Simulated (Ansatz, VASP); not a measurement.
**Ta in VASP and in Ansatz**

```
Ta
1.0
     0.00000    2.08591    2.08591
     2.08591    0.00000    2.08591
     2.08591    2.08591    0.00000
Ta
1
Direct
  0.00000 0.00000 0.00000
```

Alike in both runs: task relaxation of cell and atoms; functional PBE; k mesh 8 × 8 × 8; occupations gaussian, width 0.1 eV; no spin polarisation.

|  | VASP | Ansatz |
| --- | --- | --- |
| version | VASP 6.6.1 | Ansatz 0.2.0 |
| potentials or method | VASP PAW PBE potentials, release 64 (Ta_pv), cutoff 600 eV | scalar-relativistic, plane waves, PAW |
| valence electrons in the cell | 11 | 13 |

|  | VASP | Ansatz | Ansatz less VASP |
| --- | --- | --- | --- |
| gap on the k mesh at the Fermi level, each at its own relaxed structure (eV) | none | none | - |
| relaxed volume (Å³/atom) | 18.99 | 18.97 | -0.027 |
| relaxed cell length with the largest relative difference (Å) | 2.995 | 2.993 | -0.0014 |

A gap of «none» marks a metal or a gap that the smearing closes. VASP's potentials hold 11 valence electrons a cell and Ansatz's 13, so a difference there can come from the potentials and not from the codes.

Neither program's run includes spin-orbit coupling.
